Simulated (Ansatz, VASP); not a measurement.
# MoS2: VASP beside Ansatz

File INCAR:

```
  PREC = Accurate
  ENCUT = 520
  EDIFF = 1E-6
  ISMEAR = -1
  SIGMA = 0.05
  LREAL = False
  LASPH = True
  NELM = 60
  ALGO = Normal
  ISIF = 2
  LWAVE = False
  LCHARG = False
  GGA = B5
  ALDAX = 1.0
  AGGAX = 1.0
  AGGAC = 1.0
  ALDAC = 0.0
  NBANDS = 20
```

File KPOINTS:

```
regular mesh
0
Gamma
  9 9 4
```

File POSCAR:

```
MoS2
1.0
    3.2274645616      0.0000000000      0.0000000000
   -1.6137322808      2.7950663001      0.0000000000
    0.0000000000      0.0000000000      6.3124734200
Mo S
1 2
Direct
    0.0000000000      0.0000000000      0.5000000000
    0.6666666667      0.3333333333      0.7446806800
    0.3333333333      0.6666666667      0.2553193200
```

input.yaml

```yaml
crystal:
  lattice:
    - [3.2274645616, 0.0, 0.0]
    - [-1.6137322808, 2.7950663001, 0.0]
    - [0.0, 0.0, 6.31247342]
  atoms:
    - { symbol: Mo, position: [0.0, 0.0, 0.5] }
    - { symbol: S, position: [0.6666666667, 0.3333333333, 0.74468068] }
    - { symbol: S, position: [0.3333333333, 0.6666666667, 0.25531932] }
hamiltonian:
  xc: blyp
  pseudopotentials: { kind: paw }
kpoints:
  mp_grid: { grid: [9, 9, 4] }
  band_path:
    path:
      - [[0.0, 0.0, 0.0], [0.5, 0.0, 0.0], [0.3333333333, 0.3333333333, 0.0], [0.0, 0.0, 0.0], [0.0, 0.0, 0.5], [0.5, 0.0, 0.5], [0.3333333333, 0.3333333333, 0.5], [0.0, 0.0, 0.5]]
      - [[0.5, 0.0, 0.5], [0.5, 0.0, 0.0]]
      - [[0.3333333333, 0.3333333333, 0.0], [0.3333333333, 0.3333333333, 0.5]]
    npoints: 14
scf:
  occupations: { method: fermi_dirac, width: 0.05 }
  n_extra_bands: 7
output:
  forces: true
  stress: true
  eigenvalues: true
  fatbands: false
  write_density: true
  write_potential: true
  elf: true
  volumetric_format: npy
```

Alike in both runs: functional BLYP; k mesh 9 × 9 × 4; occupations fermi-dirac, width 0.05 eV; no spin polarisation.

|  | VASP | Ansatz |
| --- | --- | --- |
| version | VASP 6.6.1 | Ansatz 0.2.0 |
| potentials or method | VASP PAW PBE potentials, release 64 (Mo_sv, S) | Ansatz PAW |
| plane-wave cutoff (eV) | 520 | 420 |
| valence electrons in the cell | 26 | 26 |
| task | single point | band structure |

Ansatz gave:

```
gap on the k mesh at the Fermi level (eV)                     : none
pressure (GPa)                                                : 7.8
traceless stress, the component that is largest in VASP (GPa) : -0.09
rms of the force components (eV/Å)                            : 0.311
```

Question: What did VASP give for the same quantities?

Answer: gap on the k mesh at the Fermi level (eV): none; pressure (GPa): 7.8; traceless stress, the component that is largest in VASP (GPa): -0.09; rms of the force components (eV/Å): 0.317.

VASP's potentials were made for PBE, not for BLYP. Atom by atom the forces differ by 0.006 eV/Å (rms over components). A gap of «none» marks a metal or a gap that the smearing closes.
